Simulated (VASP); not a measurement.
# KI (P1) in VASP: a series of runs, part 2 of 2

VASP 6.6.1. The steps go on from the part before.

**4. Single point, PBEsol**

INCAR

```
SYSTEM = KI
PREC = Accurate ; ENCUT = 520
EDIFF = 1E-6 ; ISMEAR = -1
SIGMA = 0.2241 ; LREAL = Auto
LASPH = .TRUE. ; NELM = 100
ALGO = Normal ; ISIF = 2
LWAVE = .FALSE. ; LCHARG = .FALSE.
GGA = PS ; NBANDS = 78
```

KPOINTS

```
Automatic mesh
0
G
  1 1 1
  0 0 0
```

POSCAR

```
KI
1.0
    7.2766457619      0.0000000000      7.2766457619
    7.2766457619      7.2766457619      0.0000000000
    0.0000000000      7.2766457619      7.2766457619
K I
8 8
Direct
   -0.0556323632     -0.0314302781      0.0833258922
    0.0332046533      0.4418647829     -0.0485875651
    0.4771360478      0.0373288750      0.0023829661
    0.5509107673      0.5645038434      0.0287278654
   -0.0124220696      0.0265446479      0.4645173217
    0.0048181540      0.4823065620      0.5691660877
    0.4788083842     -0.0229450499      0.4544973204
    0.5361925848      0.4033356296      0.5927966870
    0.2449739287      0.2717218296      0.1839537809
    0.1663823607      0.7500654393      0.3092553319
    0.7564369189      0.3324210878      0.2704331864
    0.7714973607      0.7044758214      0.2495746061
    0.2874968864      0.2445989620      0.7244308947
    0.2646047455      0.7241031338      0.7484154346
    0.7689345040      0.2219213430      0.7714293348
    0.7356629930      0.7810366460      0.6972714031
```

Potentials or basis: VASP PAW PBE potentials, release 64 (K_sv, I).

Started as:

```sh
$ cat potpaw_PBE.64/K_sv/POTCAR potpaw_PBE.64/I/POTCAR > POTCAR
$ mpirun -np 1 vasp_gam > vasp.out
```

OUTCAR:

```text
SYSTEM = KI
   PREC = Accurate
   ENCUT = 520
   EDIFF = 1E-6
   ISMEAR = -1
   LREAL = Auto
   LASPH = .TRUE.
   NELM = 100
   ISIF = 2
   GGA = PS

 ion  position               nearest neighbor table
   1  0.944  0.969  0.083-  12 3.26  10 3.26  15 3.62
   2  0.033  0.442  0.951-  13 3.12  11 3.21   9 3.28
   3  0.477  0.037  0.002-   9 3.05  13 3.44  15 3.51
   4  0.551  0.565  0.029-  16 3.22  11 3.26
   5  0.988  0.027  0.465-  10 3.23  11 3.25  16 3.62   9 3.67
   6  0.005  0.482  0.569-  10 3.21  13 3.26  16 3.28  15 3.64
   7  0.479  0.977  0.454-  14 3.46  12 3.54  16 3.68
   8  0.536  0.403  0.593-  15 3.02  13 3.09  11 3.15  14 3.59
   9  0.245  0.272  0.184-   3 3.05   2 3.28   5 3.67
  10  0.166  0.750  0.309-   6 3.21   5 3.23   1 3.26
  11  0.756  0.332  0.270-   8 3.15   2 3.21   5 3.25   4 3.26
  12  0.771  0.704  0.250-   1 3.26   7 3.54
  13  0.287  0.245  0.724-   8 3.09   2 3.12   6 3.26   3 3.44
  14  0.265  0.724  0.748-   7 3.46   8 3.59
  15  0.769  0.222  0.771-   8 3.02   3 3.51   1 3.62   6 3.64
  16  0.736  0.781  0.697-   4 3.22   6 3.28   5 3.62   7 3.68

  LATTYP: Found a face centered cubic cell.
 ALAT       =    14.5532915238

  Lattice vectors:

 A1 = (   7.2766457619,   0.0000000000,   7.2766457619)
 A2 = (   7.2766457619,   7.2766457619,   0.0000000000)
 A3 = (   0.0000000000,   7.2766457619,   7.2766457619)

Analysis of symmetry for initial positions (statically):
=====================================================================
 Subroutine PRICEL returns:
 Original cell was already a primitive cell.

 Routine SETGRP: Setting up the symmetry group for a
 face centered cubic supercell.

 Subroutine GETGRP returns: Found  1 space group operations
 (whereof  1 operations were pure point group operations)
 out of a pool of 48 trial point group operations.

The static configuration has the point symmetry C_1 .

Analysis of symmetry for dynamics (positions and initial velocities):
[... 140 lines left out ...]
   GGA     = PS    functional components
   LHFCALC =     F    Hartree Fock is set to
   AEXX    =    0.0000 exact exchange contribution
   IVDW    =     0    specifies the selected vdW correction
   LEPSILON=     F    determine dielectric tensor
   LRPA    =     F    only Hartree local field effects (RPA)
 non-spin polarized calculation
  energy-cutoff  :      520.00
  volume of cell :      770.59
 maximum number of plane-waves:     10414
 NGX is ok and might be reduce to    80
   NGX = 39   NGY = 39   NGZ = 39

 number of electron     128.0000001 magnetization

 Free energy of the ion-electron system (eV)
  ---------------------------------------------------
  ext. energy  EPLUGINS =         0.00000000
  ---------------------------------------------------
  free energy    TOTEN  =       -42.91019026 eV

  energy without entropy =      -42.89436763  energy(sigma->0) =      -42.90227894

 E-fermi :   1.2835     XC(G=0):  -6.8629

 val. band max:       -0.3836213030   @ k =   0.0000   0.0000   0.0000
 cond. band min:       2.6597911089   @ k =   0.0000   0.0000   0.0000
 fundamental gap:      3.0434124119
 Fermi energy:         1.2835456433

 k-point     1 :       0.0000    0.0000    0.0000
  band No.  band energies     occupation
      1     -29.8263      2.00000
      2     -29.6797      2.00000
      3     -29.6068      2.00000
      4     -29.5827      2.00000
      5     -29.4107      2.00000
      6     -29.3887      2.00000
[... 68 lines left out ...]
     75       4.7237      0.00000
     76       5.2940      0.00000
 [bands above 76 left out]

------------------------ aborting loop because EDIFF is reached ----------------------------------------

  FORCE on cell =-STRESS in cart. coord.  units (eV):
  Direction    XX          YY          ZZ          XY          YZ          ZX
  --------------------------------------------------------------------------------------
  -------------------------------------------------------------------------------------
  Total        4.5952320      5.2473653      4.2208125     -0.9037158     -0.4574572      0.5797287
  in kB        9.5541999     10.9100863      8.7757239     -1.8789653     -0.9511245      1.2053458
  external PRESSURE =       9.7466700 kB  Pullay stress =       0.0000000 kB

 VOLUME and BASIS-vectors are now :
 -----------------------------------------------------------------------------
  energy-cutoff  :      520.00
  volume of cell :      770.59
      direct lattice vectors                 reciprocal lattice vectors
     7.276645762  0.000000000  7.276645762     0.068712978 -0.068712978  0.068712978
     7.276645762  7.276645762  0.000000000     0.068712978  0.068712978 -0.068712978
     0.000000000  7.276645762  7.276645762    -0.068712978  0.068712978  0.068712978

 POSITION                                       TOTAL-FORCE (eV/Angst)
 -----------------------------------------------------------------------------------
     13.91977      7.65427      7.47816         0.168893     -0.276300     -0.222694
      3.45691     10.13838      7.16471         0.551208      0.730580     -0.081063
      3.74358      0.28897      3.48929        -0.039942     -0.771059      0.286392
      8.11648      4.31674      4.21783        -0.503023      0.104688     -0.392236
      7.37941      3.57328     10.56638         0.000406      0.273972      0.475403
      3.54463      7.65119      4.17668        -0.292131     -0.374910     -0.479980
[... 8 lines left out ...]
      7.21011      7.22826     11.20868         0.111144      0.064687      0.990701
     11.03649     10.75712     10.42696         0.177159      0.280567     -0.069817
 -----------------------------------------------------------------------------------
    total drift:                                0.011019     -0.021807     -0.013032

  FREE ENERGIE OF THE ION-ELECTRON SYSTEM (eV)
  ---------------------------------------------------
  free  energy   TOTEN  =       -42.9101902581 eV

  energy  without entropy=      -42.8943676277  energy(sigma->0) =      -42.90227894
```

It took 3.4 min on 1 thread of Oxide Virtual Turin-like, shared host; peak memory 0.84 GiB.

Results:

```
Free energy   : -42.9102 eV
Pressure      : 1.0 GPa
Largest force : 1.140 eV/Å
```

Forces in eV/Å, atoms in the order of the input:
```
K    0.169 -0.276 -0.223
K    0.551  0.731 -0.081
K   -0.040 -0.771  0.286
K   -0.503  0.105 -0.392
K    0.000  0.274  0.475
K   -0.292 -0.375 -0.480
K   -0.184  0.066  0.157
K    0.616  0.634 -0.719
I   -0.083  0.574  0.389
I    0.502 -0.378  0.152
I   -0.422 -0.625 -0.246
I   -0.011  0.341 -0.231
I   -0.634 -0.638  0.045
I    0.041 -0.006 -0.053
I    0.111  0.065  0.991
I    0.177  0.281 -0.070
```

Levels at points of the mesh, in eV from the Fermi level:
```csv
k point,band 61,band 62,band 63,band 64,band 65,band 66,band 67,band 68
"(0.00, 0.00, 0.00)",-1.88,-1.74,-1.72,-1.67,1.38,2.68,2.88,2.93
```

Caveat: the k points lie up to 0.75 Å⁻¹ apart; the atoms stand as in a frame of molecular dynamics; the PAW data sets were made with another functional, which shifts forces and pressure a little; spin-orbit coupling is left out, which moves the levels of the heavy elements.

**5. Summary**

```tsv
cell	pressure (GPa)	largest force (eV/Å)
as given, atomic positions A	0.1	1.00
as given, atomic positions B	1.2	1.95
as given, atomic positions C	1.0	1.14
```

Alike in all rows: task single point; level PBEsol; potentials or basis VASP PAW PBE potentials, release 64 (K_sv, I); no spin polarisation; k mesh 1 × 1 × 1; cutoff (eV) 520; smearing fermi-dirac 0.2241 eV.

Caveats: all runs use coarse meshes; the atoms stand as in a frame of molecular dynamics; the PAW data sets were made with another functional, which shifts forces and pressure a little; spin-orbit coupling is left out, which moves the levels of the heavy elements.

Absolute energies hang on the potentials; compare differences alone.
